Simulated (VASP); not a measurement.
# WSe2 in VASP: a series of runs

Aim: see how the results for WSe2 move with the level of theory and the settings. Levels: PBE, r2SCAN. Tasks: single point.

All numbers are computed with VASP 6.6.1; they aren't measurements. Logs are shortened: lines on timing, memory, paths and dates and some standing lists are left out, and cuts for length are marked.

## 1. The cell of the first run

The typed cell holds 6 atoms: a = 3.363 Å, b = 3.363 Å, c = 13.402 Å, α = 90.00°, β = 90.00°, γ = 120.00°.

## 2. Single point, PBE (strain +1.9%)

Contents of INCAR:

```
PREC = Accurate
ENCUT = 520
EDIFF = 1E-7
ISMEAR = -1
SIGMA = 0.02
LREAL = F
LASPH = T
NELM = 60
ALGO = Normal
ISIF = 2
LWAVE = F
LCHARG = F
GGA = PE
NBANDS = 35
```

Contents of KPOINTS:

```
regular mesh
0
Gamma
  12 12 2
```

Contents of POSCAR:

```
WSe2
1.0
    3.3630926442      0.0000000000      0.0000000000
   -1.6815463221      2.9125236652      0.0000000000
    0.0000000000      0.0000000000     13.4021714208
W Se
2 4
Direct
    0.6666666667      0.3333333333      0.2500252499
    0.3333333333      0.6666666667      0.7499747501
    0.3333333333      0.6666666667      0.3728355170
    0.6666666667      0.3333333333      0.8727850207
    0.3333333333      0.6666666667      0.1272149793
    0.6666666667      0.3333333333      0.6271644830
```

Potentials or basis: VASP PAW PBE potentials, release 64 (W_sv, Se).

Started as:

```
cat potpaw_PBE.64/W_sv/POTCAR potpaw_PBE.64/Se/POTCAR > POTCAR
mpirun -np 1 vasp_std > vasp.out
```

OUTCAR:

```text
PREC = Accurate
   ENCUT = 520
   EDIFF = 1E-7
   ISMEAR = -1
   LREAL = F
   LASPH = T
   NELM = 60
   ISIF = 2
   GGA = PE

 ion  position               nearest neighbor table
   1  0.667  0.333  0.250-   3 2.55   3 2.55   3 2.55   5 2.55   5 2.55   5 2.55
   2  0.333  0.667  0.750-   6 2.55   6 2.55   6 2.55   4 2.55   4 2.55   4 2.55
   3  0.333  0.667  0.373-   1 2.55   1 2.55   1 2.55
   4  0.667  0.333  0.873-   2 2.55   2 2.55   2 2.55
   5  0.333  0.667  0.127-   1 2.55   1 2.55   1 2.55
   6  0.667  0.333  0.627-   2 2.55   2 2.55   2 2.55

  LATTYP: Found a hexagonal cell.
 ALAT       =     3.3630926442
 C/A-ratio  =     3.9850735138

  Lattice vectors:

 A1 = (   3.3630926442,   0.0000000000,   0.0000000000)
 A2 = (  -1.6815463221,   2.9125236652,   0.0000000000)
 A3 = (   0.0000000000,   0.0000000000,  13.4021714208)

Analysis of symmetry for initial positions (statically):
=====================================================================
 Subroutine PRICEL returns:
 Original cell was already a primitive cell.

 Routine SETGRP: Setting up the symmetry group for a
 hexagonal supercell.

 Subroutine GETGRP returns: Found 12 space group operations
 (whereof 12 operations were pure point group operations)
 out of a pool of 24 trial point group operations.

The static configuration has the point symmetry D_3d.

Analysis of symmetry for dynamics (positions and initial velocities):
=====================================================================
 Subroutine PRICEL returns:
 Original cell was already a primitive cell.

 Routine SETGRP: Setting up the symmetry group for a
 hexagonal supercell.

 Subroutine GETGRP returns: Found 12 space group operations
 (whereof 12 operations were pure point group operations)
 out of a pool of 24 trial point group operations.

The dynamic configuration has the point symmetry D_3d.

 Subroutine INISYM returns: Found 12 space group operations
 (whereof 12 operations are pure point group operations),
 and found     1 'primitive' translations

----------------------------------------------------------------------------------------

                                     Primitive cell

  volume of cell :     131.2754

  direct lattice vectors                    reciprocal lattice vectors
     3.363092644  0.000000000  0.000000000     0.297345362  0.171672425  0.000000000
    -1.681546322  2.912523665  0.000000000     0.000000000  0.343344850  0.000000000
     0.000000000  0.000000000 13.402171421     0.000000000  0.000000000  0.074614775

  length of vectors
     3.363092644  3.363092644 13.402171421     0.343344850  0.343344850  0.074614775

  position of ions in fractional coordinates (direct lattice)
     0.666666667  0.333333333  0.250025250
     0.333333333  0.666666667  0.749974750
     0.333333333  0.666666667  0.372835517
     0.666666667  0.333333333  0.872785021
     0.333333333  0.666666667  0.127214979
     0.666666667  0.333333333  0.627164483

  ion indices of the primitive-cell ions
   primitive index   ion index
                 1           1
                 2           2
                 3           3
                 4           4
                 5           5
                 6           6

----------------------------------------------------------------------------------------

 KPOINTS: regular mesh

Automatic generation of k-mesh.
 Grid dimensions read from file:
 generate k-points for:   12   12    2

 Generating k-lattice:

  Cartesian coordinates                     Fractional coordinates (reciprocal lattice)
     0.024778780  0.014306035  0.000000000     0.083333333  0.000000000  0.000000000
     0.000000000  0.028612071  0.000000000     0.000000000  0.083333333  0.000000000
     0.000000000  0.000000000  0.037307387     0.000000000  0.000000000  0.500000000

  Length of vectors
     0.028612071  0.028612071  0.037307387

  Shift w.r.t. Gamma in fractional coordinates (k-lattice)
     0.000000000  0.000000000  0.000000000

 Subroutine IBZKPT returns following result:
 ===========================================

 Found     38 irreducible k-points:

 Following reciprocal coordinates:
            Coordinates               Weight
  0.000000  0.000000  0.000000      1.000000
  0.083333 -0.000000  0.000000      6.000000
  0.166667  0.000000  0.000000      6.000000
  0.250000  0.000000  0.000000      6.000000
  0.333333  0.000000  0.000000      6.000000
  0.416667  0.000000  0.000000      6.000000
[... 16 lines left out ...]
  0.250000  0.000000  0.500000      6.000000
  0.333333  0.000000  0.500000      6.000000
 [... further k-points ...]
   k-points           NKPTS =     38   k-points in BZ     NKDIM =     38   number of bands    NBANDS=     35
   number of dos      NEDOS =    301   number of ions     NIONS =      6
   total plane-waves  NPLWV =  78400
   dimension x,y,z NGX =    28 NGY =   28 NGZ =  100
   dimension x,y,z NGXF=    56 NGYF=   56 NGZF=  200
   ions per type =               2   4
   NGX,Y,Z   is equivalent  to a cutoff of  13.84, 13.84, 12.40 a.u.
   NGXF,Y,Z  is equivalent  to a cutoff of  27.68, 27.68, 24.81 a.u.
 SYSTEM =  unknown system
   PREC   = accura    normal or accurate (medium, high low for compatibility)
   ISTART =      0    job   : 0-new  1-cont  2-samecut
   ICHARG =      2    charge: 1-file 2-atom 10-const
   ISPIN  =      1    spin polarized calculation?
   LNONCOLLINEAR =      F non collinear calculations
   LSORBIT =      F    spin-orbit coupling
   LASPH  =      T    aspherical Exc in radial PAW
   ENCUT  =  520.0 eV  38.22 Ry    6.18 a.u.   6.25  6.25 24.92*2*pi/ulx,y,z
   NELM   =     60;   NELMIN=  2; NELMDL= -5     # of ELM steps
   EDIFF  = 0.1E-06   stopping-criterion for ELM
   LREAL  =      F    real-space projection
   EDIFFG = 0.1E-05   stopping-criterion for IOM
   NSW    =      0    number of steps for IOM
   IBRION =     -1    ionic relax: 0-MD 1-quasi-New 2-CG
   NFREE  =      0    steps in history (QN), initial steepest desc. (CG)
   ISIF   =      2    stress and relaxation
   ISYM   =      2    0-nonsym 1-usesym 2-fastsym
   POTIM  = 0.5000    time-step for ionic-motion
   TEBEG  =    0.0;   TEEND  =   0.0 temperature during run
   PSTRESS=    0.0 pullay stress
   NELECT =      52.0000    total number of electrons
   NUPDOWN=      -1.0000    fix difference up-down
   EMIN   =  10.00;   EMAX   =-10.00  energy-range for DOS
   EFERMI =   0.00;   METHOD = LEGACY
   ISMEAR =    -1;   SIGMA  =   0.02  broadening in eV -4-tet -1-fermi 0-gaus
   EFERMI_NEDOS =   21; number of points for ismear=-14 and -15
   IALGO  =     38    algorithm
   IMIX   =      4    mixing-type and parameters
     AMIX     =   0.40;   BMIX     =  1.00
     AMIX_MAG =   1.60;   BMIX_MAG =  1.00
  volume/ion in A,a.u.               =      21.88       147.65
  Fermi-wavevector in a.u.,A,eV,Ry     =   1.202305  2.272028 19.667742  1.445538
  Thomas-Fermi vector in A             =   2.338090
   LORBIT       =      0    0 simple, 1 ext, 2 COOP (PROOUT), +10 PAW based schemes
   GGA     = PE    functional components
   LHFCALC =     F    Hartree Fock is set to
   AEXX    =    0.0000 exact exchange contribution
   IVDW    =     0    specifies the selected vdW correction
   LEPSILON=     F    determine dielectric tensor
   LRPA    =     F    only Hartree local field effects (RPA)
 non-spin polarized calculation
  energy-cutoff  :      520.00
  volume of cell :      131.28
 maximum number of plane-waves:      3566
 NGX is ok and might be reduce to    28
   NGX = 13   NGY = 13   NGZ = 49

 number of electron      52.0000001 magnetization

 Free energy of the ion-electron system (eV)
  ---------------------------------------------------
  ext. energy  EPLUGINS =         0.00000000
  ---------------------------------------------------
  free energy    TOTEN  =       -43.18588348 eV

  energy without entropy =      -43.18588348  energy(sigma->0) =      -43.18588348

 E-fermi :   5.9292     XC(G=0): -10.2852

 val. band max:        5.4921896465   @ k =   0.0000   0.0000   0.0000
 cond. band min:       6.4807613054   @ k =   0.3333   0.3333   0.0000
 fundamental gap:      0.9885716588
 Fermi energy:         5.9292450711

 k-point     1 :       0.0000    0.0000    0.0000
  band No.  band energies     occupation
      1     -68.9603      2.00000
      2     -68.9602      2.00000
      3     -33.1577      2.00000
      4     -33.1577      2.00000
      5     -33.0995      2.00000
      6     -33.0995      2.00000
[... 27 lines left out ...]
     34       8.2354      0.00000
     35       9.5033      0.00000

 k-point     2 :       0.0833   -0.0000    0.0000
  band No.  band energies     occupation
      1     -68.9597      2.00000
      2     -68.9597      2.00000
      3     -33.1554      2.00000
      4     -33.1554      2.00000
      5     -33.1119      2.00000
      6     -33.1119      2.00000
[... 27 lines left out ...]
     34       8.1491      0.00000
     35      10.1114      0.00000

 k-point     3 :       0.1667    0.0000    0.0000
  band No.  band energies     occupation
      1     -68.9584      2.00000
      2     -68.9584      2.00000
      3     -33.1489      2.00000
      4     -33.1489      2.00000
      5     -33.1459      2.00000
      6     -33.1459      2.00000
[... 27 lines left out ...]
     34       8.5907      0.00000
     35      11.0711      0.00000

 k-point     4 :       0.2500    0.0000    0.0000
  band No.  band energies     occupation
      1     -68.9565      2.00000
      2     -68.9565      2.00000
      3     -33.1918      2.00000
      4     -33.1918      2.00000
      5     -33.1400      2.00000
      6     -33.1400      2.00000
[... 27 lines left out ...]
     34       9.0560      0.00000
     35      11.5495      0.00000

 k-point     5 :       0.3333    0.0000    0.0000
  band No.  band energies     occupation
      1     -68.9547      2.00000
      2     -68.9547      2.00000
      3     -33.2374      2.00000
      4     -33.2374      2.00000
      5     -33.1322      2.00000
      6     -33.1322      2.00000
[... 638 lines left out ...]
 k-point    22 :       0.1667    0.0000    0.5000
  band No.  band energies     occupation
      1     -68.9584      2.00000
      2     -68.9584      2.00000
      3     -33.1489      2.00000
      4     -33.1489      2.00000
      5     -33.1459      2.00000
      6     -33.1459      2.00000
[... 27 lines left out ...]
     34       8.5391      0.00000
     35      11.3738      0.00000

 k-point    23 :       0.2500    0.0000    0.5000
  band No.  band energies     occupation
      1     -68.9565      2.00000
      2     -68.9565      2.00000
      3     -33.1918      2.00000
      4     -33.1918      2.00000
      5     -33.1400      2.00000
      6     -33.1400      2.00000
[... 27 lines left out ...]
     34       8.9630      0.00000
     35      11.6766      0.00000

 k-point    24 :       0.3333    0.0000    0.5000
  band No.  band energies     occupation
      1     -68.9547      2.00000
      2     -68.9547      2.00000
      3     -33.2374      2.00000
      4     -33.2374      2.00000
      5     -33.1322      2.00000
      6     -33.1322      2.00000
[... 27 lines left out ...]
     34       9.2707      0.00000
     35      10.9736      0.00000

 [... further k-points ...]

------------------------ aborting loop because EDIFF is reached ----------------------------------------

  FORCE on cell =-STRESS in cart. coord.  units (eV):
  Direction    XX          YY          ZZ          XY          YZ          ZX
  --------------------------------------------------------------------------------------
  -------------------------------------------------------------------------------------
  Total       -1.0711482     -1.0711482      2.7943061     -0.0000000      0.0000000      0.0000000
  in kB      -13.0730424    -13.0730424     34.1036687     -0.0000000      0.0000000      0.0000000
  external PRESSURE =       2.6525280 kB  Pullay stress =       0.0000000 kB

 VOLUME and BASIS-vectors are now :
 -----------------------------------------------------------------------------
  energy-cutoff  :      520.00
  volume of cell :      131.28
      direct lattice vectors                 reciprocal lattice vectors
     3.363092644  0.000000000  0.000000000     0.297345362  0.171672425  0.000000000
    -1.681546322  2.912523665  0.000000000     0.000000000  0.343344850  0.000000000
     0.000000000  0.000000000 13.402171421     0.000000000  0.000000000  0.074614775

 POSITION                                       TOTAL-FORCE (eV/Angst)
 -----------------------------------------------------------------------------------
      1.68155      0.97084      3.35088        -0.000000     -0.000000     -0.000084
     -0.00000      1.94168     10.05129         0.000000      0.000000      0.000084
     -0.00000      1.94168      4.99681        -0.000000      0.000000      0.291753
      1.68155      0.97084     11.69721         0.000000      0.000000      0.291978
     -0.00000      1.94168      1.70496        -0.000000     -0.000000     -0.291978
      1.68155      0.97084      8.40537        -0.000000     -0.000000     -0.291753
 -----------------------------------------------------------------------------------
    total drift:                                0.000000     -0.000000      0.000000

  FREE ENERGIE OF THE ION-ELECTRON SYSTEM (eV)
  ---------------------------------------------------
  free  energy   TOTEN  =       -43.1858834846 eV

  energy  without entropy=      -43.1858834846  energy(sigma->0) =      -43.18588348
```

It took 2.7 min on 1 thread of Intel Xeon Platinum 8488C (Sapphire Rapids), shared host; peak memory 0.34 GiB.

Results:

* Free energy: -43.1859 eV
* Pressure: 0.3 GPa
* Largest force: 0.292 eV/Å
* Band gap on the k mesh: 0.99 eV (least direct gap 1.30 eV)

Forces on the atoms (eV/Å):
```
W    0.000  0.000  0.000
W    0.000  0.000  0.000
Se   0.000  0.000  0.292
Se   0.000  0.000  0.292
Se   0.000  0.000 -0.292
Se   0.000  0.000 -0.292
```

Stress tensor (GPa, compression positive):
```
-1.31  0.00  0.00
 0.00 -1.31  0.00
 0.00  0.00  3.41
```

Caveat: the cell differs from its parent crystal (strain +1.9%); spin-orbit coupling is left out, which moves the levels of the heavy elements; this functional lacks dispersion, which binds layers or chains, so the pressure and a relaxed spacing across them are unreliable. A k mesh can miss the band edges.

(Continued in part 2 of 2.)
